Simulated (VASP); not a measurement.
# ZnSe (F-43m) in VASP: a series of runs

The runs below take ZnSe through single point, with LDA.

All numbers are computed with VASP 6.6.1; they aren't measurements. Logs are shortened: lines on timing, memory, paths and dates and some standing lists are left out, and cuts for length are marked.

## (1) The cell of the first run

The structure is cubic, space group F-43m (No. 216). Conventional cell: a = 5.568 Å, b = 5.568 Å, c = 5.568 Å, α = 90.00°, β = 90.00°, γ = 90.00°. Zn (site symmetry -43m) has 4 Se at 2.41 Å within 3.2 Å. Se (site symmetry -43m) has 4 Zn at 2.41 Å within 3.2 Å.

## (2) Single point, LDA

INCAR reads:

```
PREC = Accurate
ENCUT = 520
EDIFF = 1E-6
ISMEAR = -1
SIGMA = 0.1
LREAL = F
LASPH = T
NELM = 100
ALGO = Normal
ISIF = 2
LWAVE = F
LCHARG = F
NBANDS = 16
```

KPOINTS reads:

```
regular mesh
0
Gamma
  14 14 14
```

POSCAR reads:

```
ZnSe
1.0
    0.0000000000      2.7837629267      2.7837629267
    2.7837629267      0.0000000000      2.7837629267
    2.7837629267      2.7837629267      0.0000000000
Zn Se
1 1
Direct
    0.0000000000      0.0000000000      0.0000000000
    0.7500000000      0.7500000000      0.7500000000
```

Potentials or basis: VASP PAW LDA potentials, release 64 (Zn, Se).

Command:

```bash
$ cat potpaw_LDA.64/Zn/POTCAR potpaw_LDA.64/Se/POTCAR > POTCAR
$ mpirun -np 1 vasp_std > vasp.out
```

OUTCAR:

```text
PREC = Accurate
   ENCUT = 520
   EDIFF = 1E-6
   ISMEAR = -1
   LREAL = F
   LASPH = T
   NELM = 100
   ISIF = 2

 ion  position               nearest neighbor table
   1  0.000  0.000  0.000-   2 2.41   2 2.41   2 2.41   2 2.41
   2  0.750  0.750  0.750-   1 2.41   1 2.41   1 2.41   1 2.41

  LATTYP: Found a face centered cubic cell.
 ALAT       =     5.5675258534

  Lattice vectors:

 A1 = (   0.0000000000,   2.7837629267,   2.7837629267)
 A2 = (   2.7837629267,   0.0000000000,   2.7837629267)
 A3 = (   2.7837629267,   2.7837629267,   0.0000000000)

Analysis of symmetry for initial positions (statically):
=====================================================================
 Subroutine PRICEL returns:
 Original cell was already a primitive cell.

 Routine SETGRP: Setting up the symmetry group for a
 face centered cubic supercell.

 Subroutine GETGRP returns: Found 24 space group operations
 (whereof 24 operations were pure point group operations)
 out of a pool of 48 trial point group operations.

The static configuration has the point symmetry T_d .

Analysis of symmetry for dynamics (positions and initial velocities):
=====================================================================
 Subroutine PRICEL returns:
 Original cell was already a primitive cell.

 Routine SETGRP: Setting up the symmetry group for a
 face centered cubic supercell.

 Subroutine GETGRP returns: Found 24 space group operations
 (whereof 24 operations were pure point group operations)
 out of a pool of 48 trial point group operations.

The dynamic configuration has the point symmetry T_d .

 Subroutine INISYM returns: Found 24 space group operations
 (whereof 24 operations are pure point group operations),
 and found     1 'primitive' translations

----------------------------------------------------------------------------------------

                                     Primitive cell

  volume of cell :      43.1446

  direct lattice vectors                    reciprocal lattice vectors
     0.000000000  2.783762927  2.783762927    -0.179612996  0.179612996  0.179612996
     2.783762927  0.000000000  2.783762927     0.179612996 -0.179612996  0.179612996
     2.783762927  2.783762927  0.000000000     0.179612996  0.179612996 -0.179612996

  length of vectors
     3.936835285  3.936835285  3.936835285     0.311098835  0.311098835  0.311098835

  position of ions in fractional coordinates (direct lattice)
     0.000000000  0.000000000  0.000000000
     0.750000000  0.750000000  0.750000000

  ion indices of the primitive-cell ions
   primitive index   ion index
                 1           1
                 2           2

----------------------------------------------------------------------------------------

 KPOINTS: regular mesh

Automatic generation of k-mesh.
 Grid dimensions read from file:
 generate k-points for:   14   14   14

 Generating k-lattice:

  Cartesian coordinates                     Fractional coordinates (reciprocal lattice)
    -0.012829500  0.012829500  0.012829500     0.071428571  0.000000000  0.000000000
     0.012829500 -0.012829500  0.012829500     0.000000000  0.071428571  0.000000000
     0.012829500  0.012829500 -0.012829500     0.000000000  0.000000000  0.071428571

  Length of vectors
     0.022221345  0.022221345  0.022221345

  Shift w.r.t. Gamma in fractional coordinates (k-lattice)
     0.000000000  0.000000000  0.000000000

 Subroutine IBZKPT returns following result:
 ===========================================

 Found    104 irreducible k-points:

 Following reciprocal coordinates:
            Coordinates               Weight
  0.000000  0.000000  0.000000      1.000000
  0.071429  0.000000  0.000000      8.000000
  0.142857  0.000000  0.000000      8.000000
  0.214286  0.000000  0.000000      8.000000
  0.285714  0.000000  0.000000      8.000000
  0.357143  0.000000  0.000000      8.000000
[... 16 lines left out ...]
  0.214286  0.142857  0.000000     24.000000
  0.285714  0.142857  0.000000     24.000000
 [... further k-points ...]
   k-points           NKPTS =    104   k-points in BZ     NKDIM =    104   number of bands    NBANDS=     16
   number of dos      NEDOS =    301   number of ions     NIONS =      2
   total plane-waves  NPLWV =  27000
   dimension x,y,z NGX =    30 NGY =   30 NGZ =   30
   dimension x,y,z NGXF=    60 NGYF=   60 NGZF=   60
   ions per type =               1   1
   NGX,Y,Z   is equivalent  to a cutoff of  12.67, 12.67, 12.67 a.u.
   NGXF,Y,Z  is equivalent  to a cutoff of  25.34, 25.34, 25.34 a.u.
 SYSTEM =  unknown system
   PREC   = accura    normal or accurate (medium, high low for compatibility)
   ISTART =      0    job   : 0-new  1-cont  2-samecut
   ICHARG =      2    charge: 1-file 2-atom 10-const
   ISPIN  =      1    spin polarized calculation?
   LNONCOLLINEAR =      F non collinear calculations
   LSORBIT =      F    spin-orbit coupling
   LASPH  =      T    aspherical Exc in radial PAW
   ENCUT  =  520.0 eV  38.22 Ry    6.18 a.u.   7.32  7.32  7.32*2*pi/ulx,y,z
   NELM   =    100;   NELMIN=  2; NELMDL= -5     # of ELM steps
   EDIFF  = 0.1E-05   stopping-criterion for ELM
   LREAL  =      F    real-space projection
   EDIFFG = 0.1E-04   stopping-criterion for IOM
   NSW    =      0    number of steps for IOM
   IBRION =     -1    ionic relax: 0-MD 1-quasi-New 2-CG
   NFREE  =      0    steps in history (QN), initial steepest desc. (CG)
   ISIF   =      2    stress and relaxation
   ISYM   =      2    0-nonsym 1-usesym 2-fastsym
   POTIM  = 0.5000    time-step for ionic-motion
   TEBEG  =    0.0;   TEEND  =   0.0 temperature during run
   PSTRESS=    0.0 pullay stress
   NELECT =      18.0000    total number of electrons
   NUPDOWN=      -1.0000    fix difference up-down
   EMIN   =  10.00;   EMAX   =-10.00  energy-range for DOS
   EFERMI =   0.00;   METHOD = LEGACY
   ISMEAR =    -1;   SIGMA  =   0.10  broadening in eV -4-tet -1-fermi 0-gaus
   EFERMI_NEDOS =   21; number of points for ismear=-14 and -15
   IALGO  =     38    algorithm
   IMIX   =      4    mixing-type and parameters
     AMIX     =   0.40;   BMIX     =  1.00
     AMIX_MAG =   1.60;   BMIX_MAG =  1.00
  volume/ion in A,a.u.               =      21.57       145.58
  Fermi-wavevector in a.u.,A,eV,Ry     =   1.223273  2.311651 20.359718  1.496397
  Thomas-Fermi vector in A             =   2.358390
   LORBIT       =      0    0 simple, 1 ext, 2 COOP (PROOUT), +10 PAW based schemes
   GGA     = CA    functional components
   LHFCALC =     F    Hartree Fock is set to
   AEXX    =    0.0000 exact exchange contribution
   IVDW    =     0    specifies the selected vdW correction
   LEPSILON=     F    determine dielectric tensor
   LRPA    =     F    only Hartree local field effects (RPA)
 non-spin polarized calculation
  energy-cutoff  :      520.00
  volume of cell :       43.14
 maximum number of plane-waves:      1211
 NGX is ok and might be reduce to    30
   NGX = 15   NGY = 15   NGZ = 15

 number of electron      17.9999987 magnetization

 Free energy of the ion-electron system (eV)
  ---------------------------------------------------
  ext. energy  EPLUGINS =         0.00000000
  ---------------------------------------------------
  free energy    TOTEN  =        -7.37272682 eV

  energy without entropy =       -7.37271600  energy(sigma->0) =       -7.37272141

 E-fermi :   2.8055     XC(G=0):  -9.9382

 val. band max:        1.9911344074   @ k =   0.0000   0.0000   0.0000
 cond. band min:       3.2814154161   @ k =   0.0000   0.0000   0.0000
 fundamental gap:      1.2902810087
 Fermi energy:         2.8055190752

 k-point     1 :       0.0000    0.0000    0.0000
  band No.  band energies     occupation
      1     -11.6557      2.00000
      2      -4.8939      2.00000
      3      -4.8939      2.00000
      4      -4.8939      2.00000
      5      -4.4852      2.00000
      6      -4.4852      2.00000
[... 8 lines left out ...]
     15      13.5820      0.00000
     16      13.5820      0.00000

 k-point     2 :       0.0714    0.0000    0.0000
  band No.  band energies     occupation
      1     -11.6184      2.00000
      2      -4.8933      2.00000
      3      -4.8878      2.00000
      4      -4.8878      2.00000
      5      -4.4859      2.00000
      6      -4.4859      2.00000
[... 8 lines left out ...]
     15      13.1313      0.00000
     16      13.1313      0.00000

 k-point     3 :       0.1429    0.0000    0.0000
  band No.  band energies     occupation
      1     -11.5109      2.00000
      2      -4.8875      2.00000
      3      -4.8714      2.00000
      4      -4.8714      2.00000
      5      -4.4872      2.00000
      6      -4.4872      2.00000
[... 8 lines left out ...]
     15      12.5785      0.00000
     16      12.8659      0.00000

 k-point     4 :       0.2143    0.0000    0.0000
  band No.  band energies     occupation
      1     -11.3469      2.00000
      2      -4.8640      2.00000
      3      -4.8492      2.00000
      4      -4.8492      2.00000
      5      -4.4869      2.00000
      6      -4.4869      2.00000
[... 8 lines left out ...]
     15      12.3677      0.00000
     16      12.7573      0.00000

 k-point     5 :       0.2857    0.0000    0.0000
  band No.  band energies     occupation
      1     -11.1514      2.00000
      2      -4.8273      2.00000
      3      -4.8273      2.00000
      4      -4.8027      2.00000
      5      -4.4830      2.00000
      6      -4.4830      2.00000
[... 8 lines left out ...]
     15      12.6437      0.00000
     16      12.6437      0.00000

 k-point     6 :       0.3571    0.0000    0.0000
  band No.  band energies     occupation
      1     -10.9606      2.00000
      2      -4.8106      2.00000
      3      -4.8106      2.00000
      4      -4.6785      2.00000
      5      -4.4754      2.00000
      6      -4.4754      2.00000
[... 8 lines left out ...]
     15      13.3842      0.00000
     16      13.3842      0.00000
[... 267 lines left out ...]
 k-point    21 :      -0.0714    0.0714    0.0000
  band No.  band energies     occupation
      1     -11.5576      2.00000
      2      -4.8939      2.00000
      3      -4.8805      2.00000
      4      -4.8734      2.00000
      5      -4.4905      2.00000
      6      -4.4831      2.00000
[... 8 lines left out ...]
     15      12.6402      0.00000
     16      13.0567      0.00000

 k-point    22 :       0.1429    0.1429    0.0000
  band No.  band energies     occupation
      1     -11.4624      2.00000
      2      -4.9104      2.00000
      3      -4.8512      2.00000
      4      -4.8512      2.00000
      5      -4.5020      2.00000
      6      -4.4749      2.00000
[... 8 lines left out ...]
     15      13.5788      0.00000
     16      13.8780      0.00000

 k-point    23 :       0.2143    0.1429    0.0000
  band No.  band energies     occupation
      1     -11.3403      2.00000
      2      -4.9090      2.00000
      3      -4.8275      2.00000
      4      -4.8271      2.00000
      5      -4.5073      2.00000
      6      -4.4704      2.00000
[... 8 lines left out ...]
     15      13.8090      0.00000
     16      14.2788      0.00000

 k-point    24 :       0.2857    0.1429    0.0000
  band No.  band energies     occupation
      1     -11.1725      2.00000
      2      -4.8860      2.00000
      3      -4.8022      2.00000
      4      -4.7956      2.00000
      5      -4.5055      2.00000
      6      -4.4658      2.00000
[... 8 lines left out ...]
     15      13.8593      0.00000
     16      14.2758      0.00000

 [... further k-points ...]
[... 5 lines left out ...]
  --------------------------------------------------------------------------------------
  -------------------------------------------------------------------------------------
  Total        0.0990198      0.0990198      0.0990198      0.0000000      0.0000000      0.0000000
  in kB        3.6771046      3.6771046      3.6771046      0.0000000      0.0000000      0.0000000
  external PRESSURE =       3.6771046 kB  Pullay stress =       0.0000000 kB

 VOLUME and BASIS-vectors are now :
 -----------------------------------------------------------------------------
  energy-cutoff  :      520.00
  volume of cell :       43.14
      direct lattice vectors                 reciprocal lattice vectors
     0.000000000  2.783762927  2.783762927    -0.179612996  0.179612996  0.179612996
     2.783762927  0.000000000  2.783762927     0.179612996 -0.179612996  0.179612996
     2.783762927  2.783762927  0.000000000     0.179612996  0.179612996 -0.179612996

 POSITION                                       TOTAL-FORCE (eV/Angst)
 -----------------------------------------------------------------------------------
      0.00000      0.00000      0.00000        -0.000000     -0.000000     -0.000000
      4.17564      4.17564      4.17564         0.000000      0.000000      0.000000
 -----------------------------------------------------------------------------------
    total drift:                                0.000000      0.000000     -0.000000

  FREE ENERGIE OF THE ION-ELECTRON SYSTEM (eV)
  ---------------------------------------------------
  free  energy   TOTEN  =        -7.3727268185 eV

  energy  without entropy=       -7.3727160007  energy(sigma->0) =       -7.37272141
```

Run time: 54 s. Hardware: 1 thread of Intel Xeon Platinum 8259CL at 2.50GHz (Skylake/Cascade Lake), shared host; peak memory 0.2 GiB.

Results:

```yaml
Free_energy: -7.3727 eV
Pressure: 0.4 GPa
Band_gap_on_the_k_mesh: 1.29 eV, direct
```

Levels at points of the mesh, in eV from the valence-band top:
```
           k point  band 7  band 8  band 9  band 10  band 11  band 12
(0.00, 0.00, 0.00)    0.00    0.00    0.00     1.29     5.68     5.68
(0.50, 0.00, 0.00)   -5.64   -0.96   -0.96     2.47     6.27     6.27
(0.50, 0.50, 0.00)   -5.07   -2.40   -2.40     2.69     3.32    10.93
```

LDA gaps usually lie below the measured ones, often by a third to a half.

(Continued in part 2 of 2.)
